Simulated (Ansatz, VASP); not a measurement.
## Two plane-wave programs on Ca2MgAs2

The input INCAR:

```
SYSTEM = Ca2MgAs2
  PREC = Accurate
  ENCUT = 520
  EDIFF = 1E-6
  ISMEAR = 0
  SIGMA = 0.1
  LREAL = .FALSE.
  LASPH = .TRUE.
  NELM = 80
  ALGO = Fast
  ISIF = 2
  LWAVE = .FALSE.
  LCHARG = .FALSE.
  GGA = PE
  NBANDS = 24
```

The input KPOINTS:

```
Automatic mesh
0
G
  4 4 2
  0 0 0
```

The input POSCAR:

```
Ca2MgAs2
1.0
    4.1429255000      0.0000000000      0.0000000000
    0.0000000000      4.1429255000      0.0000000000
    0.0000000000      0.0000000000      7.6308346500
Ca Mg As
2 1 2
Direct
    0.0000000000      0.0000000000      0.8606994900
    0.0000000000      0.0000000000      0.1393005100
    0.0000000000      0.0000000000      0.5000000000
    0.5000000000      0.5000000000      0.2313094000
    0.5000000000      0.5000000000      0.7686906000
```

Input for Ansatz:

```yaml
crystal:
  lattice:
    - [4.1429255, 0.0, 0.0]
    - [0.0, 4.1429255, 0.0]
    - [0.0, 0.0, 7.63083465]
  atoms:
    - { symbol: Ca, position: [0.0, 0.0, 0.86069949] }
    - { symbol: Ca, position: [0.0, 0.0, 0.13930051] }
    - { symbol: Mg, position: [0.0, 0.0, 0.5] }
    - { symbol: As, position: [0.5, 0.5, 0.2313094] }
    - { symbol: As, position: [0.5, 0.5, 0.7686906] }
basis:
  ecutwfc: 420
kpoints:
  mp_grid: { grid: [4, 4, 2] }
hamiltonian:
  xc: pbe
scf:
  occupations: { method: gaussian, width: 0.1 }
  lower_state_search: "off"
output:
  forces: true
  stress: true
  eigenvalues: true
```

Alike in both runs: task single point; functional PBE; k mesh 4 × 4 × 2; occupations gaussian, width 0.1 eV; no spin polarisation.

|  | VASP | Ansatz |
| --- | --- | --- |
| version | VASP 6.6.1 | Ansatz 0.2.0 |
| potentials or method | VASP PAW PBE potentials, release 64 (Ca_sv, Mg, As), cutoff 520 eV | scalar-relativistic, plane waves, PAW |
| valence electrons in the cell | 32 | 60 |

```csv
,VASP,Ansatz,Ansatz less VASP
gap on the k mesh at the Fermi level (eV),none,none,-
pressure (GPa),3.4,3.0,-0.33
"traceless stress, the component that is largest in VASP (GPa)",19.45,18.99,-0.466
rms of the force components (eV/Å),2.461,2.349,-0.1113
```

Atom by atom the forces differ by 0.111 eV/Å (rms over components). A gap of «none» marks a metal or a gap that the smearing closes. VASP's potentials hold 32 valence electrons a cell and Ansatz's 60, so a difference there can come from the potentials and not from the codes.

The k mesh is coarse, so the values compare programs but aren't converged.
